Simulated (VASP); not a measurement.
# GaSb (F-43m) in VASP: single point with LDA

Aim: the single point of GaSb with LDA.

Program: VASP 6.6.1. These are calculated values, not measurements. Logs are shortened: lines on timing, memory, paths and dates and some standing lists are left out, and cuts for length are marked.

### Step 1. The cell of the first run

The structure is cubic, space group F-43m (No. 216). The conventional cell has a = 6.049 Å, b = 6.049 Å, c = 6.049 Å, α = 90.00°, β = 90.00°, γ = 90.00°. Within 3.5 Å of Ga (site symmetry -43m) lie 4 Sb at 2.62 Å. Within 3.5 Å of Sb (site symmetry -43m) lie 4 Ga at 2.62 Å.

### Step 2. Single point, LDA

File INCAR:

```
SYSTEM = GaSb
PREC     = Accurate       ! precision mode
ENCUT    = 500            ! plane-wave cutoff, eV
EDIFF    = 1E-6           ! SCF threshold, eV
ISMEAR   = 0              ! smearing method
SIGMA    = 0.1            ! smearing width, eV
LREAL    = .FALSE.        ! projectors in reciprocal space
LASPH    = .TRUE.         ! aspherical terms in the spheres
NELM     = 120            ! most SCF steps
ALGO     = Normal         ! electronic algorithm
ISIF     = 2              ! what is computed and relaxed
LWAVE    = .FALSE.        ! write WAVECAR
LCHARG   = .TRUE.         ! write CHGCAR
GGA      = CA             ! functional
LELF     = .TRUE.         ! ELF
LVHAR    = .TRUE.       
NBANDS   = 21             ! bands
GGA_COMPAT= .FALSE.
```

File KPOINTS:

```
Automatic mesh
0
G
  12 12 12
  0 0 0
```

File POSCAR:

```
GaSb
1.0
    0.0000000000      3.0244937292      3.0244937292
    3.0244937292      0.0000000000      3.0244937292
    3.0244937292      3.0244937292      0.0000000000
Ga Sb
1 1
Direct
    0.0000000000      0.0000000000      0.0000000000
    0.2500000000      0.2500000000      0.2500000000
```

Potentials or basis: VASP PAW LDA potentials, release 64 (Ga_d, Sb_d_GW).

Run with:

```
$ cat potpaw_LDA.64/Ga_d/POTCAR potpaw_LDA.64/Sb_d_GW/POTCAR > POTCAR
$ mpirun -np 1 vasp_std > vasp.out
```

OUTCAR:

```text
SYSTEM = GaSb
   PREC = Accurate
   ENCUT = 500
   EDIFF = 1E-6
   ISMEAR = 0
   LREAL = .FALSE.
   LASPH = .TRUE.
   NELM = 120
   ISIF = 2
   GGA = CA

 ion  position               nearest neighbor table
   1  0.000  0.000  0.000-   2 2.62   2 2.62   2 2.62   2 2.62
   2  0.250  0.250  0.250-   1 2.62   1 2.62   1 2.62   1 2.62

  LATTYP: Found a face centered cubic cell.
 ALAT       =     6.0489874584

  Lattice vectors:

 A1 = (   0.0000000000,   3.0244937292,   3.0244937292)
 A2 = (   3.0244937292,   0.0000000000,   3.0244937292)
 A3 = (   3.0244937292,   3.0244937292,   0.0000000000)

Analysis of symmetry for initial positions (statically):
=====================================================================
 Subroutine PRICEL returns:
 Original cell was already a primitive cell.

 Routine SETGRP: Setting up the symmetry group for a
 face centered cubic supercell.

 Subroutine GETGRP returns: Found 24 space group operations
 (whereof 24 operations were pure point group operations)
 out of a pool of 48 trial point group operations.

The static configuration has the point symmetry T_d .

Analysis of symmetry for dynamics (positions and initial velocities):
=====================================================================
 Subroutine PRICEL returns:
 Original cell was already a primitive cell.

 Routine SETGRP: Setting up the symmetry group for a
 face centered cubic supercell.

 Subroutine GETGRP returns: Found 24 space group operations
 (whereof 24 operations were pure point group operations)
 out of a pool of 48 trial point group operations.

The dynamic configuration has the point symmetry T_d .

 Subroutine INISYM returns: Found 24 space group operations
 (whereof 24 operations are pure point group operations),
 and found     1 'primitive' translations

----------------------------------------------------------------------------------------

                                     Primitive cell

  volume of cell :      55.3335

  direct lattice vectors                    reciprocal lattice vectors
     0.000000000  3.024493729  3.024493729    -0.165316924  0.165316924  0.165316924
     3.024493729  0.000000000  3.024493729     0.165316924 -0.165316924  0.165316924
     3.024493729  3.024493729  0.000000000     0.165316924  0.165316924 -0.165316924

  length of vectors
     4.277280051  4.277280051  4.277280051     0.286337312  0.286337312  0.286337312

  position of ions in fractional coordinates (direct lattice)
     0.000000000  0.000000000  0.000000000
     0.250000000  0.250000000  0.250000000

  ion indices of the primitive-cell ions
   primitive index   ion index
                 1           1
                 2           2

----------------------------------------------------------------------------------------

 KPOINTS: Automatic mesh

Automatic generation of k-mesh.
 Grid dimensions read from file:
 generate k-points for:   12   12   12

 Generating k-lattice:

  Cartesian coordinates                     Fractional coordinates (reciprocal lattice)
    -0.013776410  0.013776410  0.013776410     0.083333333  0.000000000  0.000000000
     0.013776410 -0.013776410  0.013776410     0.000000000  0.083333333  0.000000000
     0.013776410  0.013776410 -0.013776410     0.000000000  0.000000000  0.083333333

  Length of vectors
     0.023861443  0.023861443  0.023861443

  Shift w.r.t. Gamma in fractional coordinates (k-lattice)
     0.000000000  0.000000000  0.000000000

 Subroutine IBZKPT returns following result:
 ===========================================

 Found     72 irreducible k-points:

 Following reciprocal coordinates:
            Coordinates               Weight
  0.000000  0.000000  0.000000      1.000000
  0.083333  0.000000  0.000000      8.000000
  0.166667  0.000000  0.000000      8.000000
  0.250000  0.000000  0.000000      8.000000
  0.333333  0.000000  0.000000      8.000000
  0.416667  0.000000  0.000000      8.000000
[... 16 lines left out ...]
  0.500000  0.166667  0.000000     24.000000
 -0.416667  0.166667  0.000000     24.000000
 [... further k-points ...]
   k-points           NKPTS =     72   k-points in BZ     NKDIM =     72   number of bands    NBANDS=     21
   number of dos      NEDOS =    301   number of ions     NIONS =      2
   total plane-waves  NPLWV =  32768
   dimension x,y,z NGX =    32 NGY =   32 NGZ =   32
   dimension x,y,z NGXF=    64 NGYF=   64 NGZF=   64
   ions per type =               1   1
   NGX,Y,Z   is equivalent  to a cutoff of  12.44, 12.44, 12.44 a.u.
   NGXF,Y,Z  is equivalent  to a cutoff of  24.88, 24.88, 24.88 a.u.
 SYSTEM =  GaSb
   PREC   = accura    normal or accurate (medium, high low for compatibility)
   ISTART =      0    job   : 0-new  1-cont  2-samecut
   ICHARG =      2    charge: 1-file 2-atom 10-const
   ISPIN  =      1    spin polarized calculation?
   LNONCOLLINEAR =      F non collinear calculations
   LSORBIT =      F    spin-orbit coupling
   LASPH  =      T    aspherical Exc in radial PAW
   ENCUT  =  500.0 eV  36.75 Ry    6.06 a.u.   7.80  7.80  7.80*2*pi/ulx,y,z
   NELM   =    120;   NELMIN=  2; NELMDL= -5     # of ELM steps
   EDIFF  = 0.1E-05   stopping-criterion for ELM
   LREAL  =      F    real-space projection
   EDIFFG = 0.1E-04   stopping-criterion for IOM
   NSW    =      0    number of steps for IOM
   IBRION =     -1    ionic relax: 0-MD 1-quasi-New 2-CG
   NFREE  =      0    steps in history (QN), initial steepest desc. (CG)
   ISIF   =      2    stress and relaxation
   ISYM   =      2    0-nonsym 1-usesym 2-fastsym
   POTIM  = 0.5000    time-step for ionic-motion
   TEBEG  =    0.0;   TEEND  =   0.0 temperature during run
   PSTRESS=    0.0 pullay stress
   NELECT =      28.0000    total number of electrons
   NUPDOWN=      -1.0000    fix difference up-down
   EMIN   =  10.00;   EMAX   =-10.00  energy-range for DOS
   EFERMI =   0.00;   METHOD = LEGACY
   ISMEAR =     0;   SIGMA  =   0.10  broadening in eV -4-tet -1-fermi 0-gaus
   EFERMI_NEDOS =   21; number of points for ismear=-14 and -15
   IALGO  =     38    algorithm
   IMIX   =      4    mixing-type and parameters
     AMIX     =   0.40;   BMIX     =  1.00
     AMIX_MAG =   1.60;   BMIX_MAG =  1.00
  volume/ion in A,a.u.               =      27.67       186.70
  Fermi-wavevector in a.u.,A,eV,Ry     =   1.304562  2.465265 23.155521  1.701883
  Thomas-Fermi vector in A             =   2.435490
   LORBIT       =      0    0 simple, 1 ext, 2 COOP (PROOUT), +10 PAW based schemes
   GGA     = CA    functional components
   LHFCALC =     F    Hartree Fock is set to
   AEXX    =    0.0000 exact exchange contribution
   IVDW    =     0    specifies the selected vdW correction
   LEPSILON=     F    determine dielectric tensor
   LRPA    =     F    only Hartree local field effects (RPA)
 non-spin polarized calculation
 Gauss-broadening in eV      SIGMA  =   0.10
  energy-cutoff  :      500.00
  volume of cell :       55.33
 maximum number of plane-waves:      1424
   NGX = 15   NGY = 15   NGZ = 15

 number of electron      27.9999978 magnetization

 Free energy of the ion-electron system (eV)
  ---------------------------------------------------
  ext. energy  EPLUGINS =         0.00000000
  ---------------------------------------------------
  free energy    TOTEN  =        -8.68482591 eV

  energy without entropy =       -8.68474154  energy(sigma->0) =       -8.68478372

 E-fermi :   4.0239     XC(G=0):  -9.7812

 val. band max:        3.9368704231   @ k =   0.0000   0.0000   0.0000
 cond. band min:       4.0499669015   @ k =   0.0000   0.0000   0.0000
 fundamental gap:      0.1130964784
 Fermi energy:         4.0239038408

 k-point     1 :       0.0000    0.0000    0.0000
  band No.  band energies     occupation
      1     -24.8198      2.00000
      2     -24.8198      2.00000
      3     -24.8198      2.00000
      4     -24.7958      2.00000
      5     -24.7958      2.00000
      6     -11.2648      2.00000
[... 13 lines left out ...]
     20      12.8595      0.00000
     21      12.8596      0.00000

 k-point     2 :       0.0833    0.0000    0.0000
  band No.  band energies     occupation
      1     -24.8197      2.00000
      2     -24.8195      2.00000
      3     -24.8195      2.00000
      4     -24.7957      2.00000
      5     -24.7957      2.00000
      6     -11.2670      2.00000
[... 13 lines left out ...]
     20      12.1964      0.00000
     21      12.1964      0.00000

 k-point     3 :       0.1667    0.0000    0.0000
  band No.  band energies     occupation
      1     -24.8196      2.00000
      2     -24.8189      2.00000
      3     -24.8189      2.00000
      4     -24.7956      2.00000
      5     -24.7956      2.00000
      6     -11.2730      2.00000
[... 13 lines left out ...]
     20      11.6758      0.00000
     21      11.6758      0.00000

 k-point     4 :       0.2500    0.0000    0.0000
  band No.  band energies     occupation
      1     -24.8195      2.00000
      2     -24.8181      2.00000
      3     -24.8181      2.00000
      4     -24.7953      2.00000
      5     -24.7953      2.00000
      6     -11.2810      2.00000
[... 13 lines left out ...]
     20      11.6511      0.00000
     21      11.6511      0.00000

 k-point     5 :       0.3333    0.0000    0.0000
  band No.  band energies     occupation
      1     -24.8193      2.00000
      2     -24.8173      2.00000
      3     -24.8173      2.00000
      4     -24.7951      2.00000
      5     -24.7951      2.00000
      6     -11.2889      2.00000
[... 13 lines left out ...]
     20      12.1999      0.00000
     21      12.1999      0.00000

 k-point     6 :       0.4167    0.0000    0.0000
  band No.  band energies     occupation
      1     -24.8192      2.00000
      2     -24.8168      2.00000
      3     -24.8168      2.00000
      4     -24.7948      2.00000
      5     -24.7948      2.00000
      6     -11.2946      2.00000
[... 13 lines left out ...]
     20      13.1750      0.00000
     21      13.1750      0.00000

 k-point     7 :       0.5000    0.0000    0.0000
  band No.  band energies     occupation
      1     -24.8192      2.00000
      2     -24.8166      2.00000
      3     -24.8166      2.00000
      4     -24.7947      2.00000
      5     -24.7947      2.00000
      6     -11.2967      2.00000
[... 13 lines left out ...]
     20      13.9913      0.00000
     21      14.0393      0.00000
[... 291 lines left out ...]
      1     -24.8209      2.00000
      2     -24.8173      2.00000
      3     -24.8172      2.00000
      4     -24.7964      2.00000
      5     -24.7944      2.00000
      6     -11.2857      2.00000
[... 13 lines left out ...]
     20      12.2467      0.00000
     21      13.1363      0.00000

 k-point    21 :       0.3333    0.1667    0.0000
  band No.  band energies     occupation
      1     -24.8207      2.00000
      2     -24.8167      2.00000
      3     -24.8164      2.00000
      4     -24.7963      2.00000
      5     -24.7941      2.00000
      6     -11.2922      2.00000
[... 13 lines left out ...]
     20      12.6482      0.00000
     21      13.3617      0.00000

 k-point    22 :       0.4167    0.1667    0.0000
  band No.  band energies     occupation
      1     -24.8201      2.00000
      2     -24.8164      2.00000
      3     -24.8158      2.00000
      4     -24.7960      2.00000
      5     -24.7940      2.00000
      6     -11.2974      2.00000
[... 13 lines left out ...]
     20      13.3296      0.00000
     21      14.0631      0.00000

 k-point    23 :       0.5000    0.1667    0.0000
  band No.  band energies     occupation
      1     -24.8194      2.00000
      2     -24.8164      2.00000
      3     -24.8156      2.00000
      4     -24.7956      2.00000
      5     -24.7941      2.00000
      6     -11.3003      2.00000
[... 13 lines left out ...]
     20      13.8071      0.00000
     21      14.0843      0.00000

 k-point    24 :      -0.4167    0.1667    0.0000
  band No.  band energies     occupation
      1     -24.8189      2.00000
      2     -24.8167      2.00000
      3     -24.8158      2.00000
      4     -24.7952      2.00000
      5     -24.7945      2.00000
      6     -11.3002      2.00000
[... 13 lines left out ...]
     20      12.8081      0.00000
     21      13.1251      0.00000

 [... further k-points ...]

------------------------ aborting loop because EDIFF is reached ----------------------------------------

  FORCE on cell =-STRESS in cart. coord.  units (eV):
  Direction    XX          YY          ZZ          XY          YZ          ZX
  --------------------------------------------------------------------------------------
  -------------------------------------------------------------------------------------
  Total        0.0158751      0.0158751      0.0158751     -0.0000000     -0.0000000      0.0000000
  in kB        0.4596634      0.4596634      0.4596634     -0.0000000     -0.0000000      0.0000000
  external PRESSURE =       0.4596634 kB  Pullay stress =       0.0000000 kB

 VOLUME and BASIS-vectors are now :
 -----------------------------------------------------------------------------
  energy-cutoff  :      500.00
  volume of cell :       55.33
      direct lattice vectors                 reciprocal lattice vectors
     0.000000000  3.024493729  3.024493729    -0.165316924  0.165316924  0.165316924
     3.024493729  0.000000000  3.024493729     0.165316924 -0.165316924  0.165316924
     3.024493729  3.024493729  0.000000000     0.165316924  0.165316924 -0.165316924

 POSITION                                       TOTAL-FORCE (eV/Angst)
 -----------------------------------------------------------------------------------
      0.00000      0.00000      0.00000        -0.000000      0.000000     -0.000000
      1.51225      1.51225      1.51225         0.000000     -0.000000      0.000000
 -----------------------------------------------------------------------------------
    total drift:                               -0.000000     -0.000000     -0.000000

  FREE ENERGIE OF THE ION-ELECTRON SYSTEM (eV)
  ---------------------------------------------------
  free  energy   TOTEN  =        -8.6848259062 eV

  energy  without entropy=       -8.6847415388  energy(sigma->0) =       -8.68478372
```

It took 29 s on 1 thread of Intel Xeon Platinum 8559C (Emerald Rapids), shared host; peak memory 0.22 GiB.

Results:

* Free energy: -8.6848 eV
* Pressure: 0.0 GPa
* Band gap on the k mesh: 0.11 eV

Levels at points of the mesh, in eV from the valence-band top:
| k point | band 11 | band 12 | band 13 | band 14 | band 15 | band 16 | band 17 | band 18 |
| --- | --- | --- | --- | --- | --- | --- | --- | --- |
| (0.00, 0.00, 0.00) | -11.76 | 0.00 | 0.00 | 0.00 | 0.11 | 2.76 | 2.76 | 2.76 |
| (0.50, 0.00, 0.00) | -10.05 | -6.56 | -1.21 | -1.21 | 0.38 | 3.75 | 3.75 | 6.32 |
| (0.50, 0.50, 0.00) | -9.18 | -6.99 | -2.69 | -2.69 | 0.81 | 1.11 | 8.86 | 8.86 |

Caveat: semilocal functionals underestimate gaps, and a narrow one can read as zero; spin-orbit coupling is left out, which moves the levels of the heavy elements.
